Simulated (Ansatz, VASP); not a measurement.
## Two plane-wave programs on KF

```xyz
2
Lattice="-0.1459 2.6962 2.6962 2.6962 -0.1459 2.6962 2.6962 2.6962 -0.1459" Properties=species:S:1:pos:R:3 pbc="T T T"
K     0.0000    0.0000    0.0000
F     2.6232    2.6232    2.6232
```

Alike in both runs: task single point; functional PBE; k mesh 8 × 8 × 8; occupations gaussian, width 0.05 eV; no spin polarisation.

|  | VASP | Ansatz |
| --- | --- | --- |
| version | VASP 6.6.1 | Ansatz 0.2.0 |
| potentials or method | VASP PAW PBE potentials, release 64 (K_sv, F), cutoff 520 eV | scalar-relativistic, plane waves, PAW |
| valence electrons in the cell | 16 | 16 |

VASP gave:

- gap on the k mesh at the Fermi level (eV): 5.57
- least direct gap on the mesh (eV): 5.57
- pressure (GPa): -1.6
- traceless stress, the component that is largest in VASP (GPa): 0.63

Question: What did Ansatz give for the same quantities?

Answer: gap on the k mesh at the Fermi level (eV): 5.59; least direct gap on the mesh (eV): 5.59; pressure (GPa): -1.6; traceless stress, the component that is largest in VASP (GPa): 0.64.

The functional is the same, so the differences come from potentials, cutoffs and numerics.
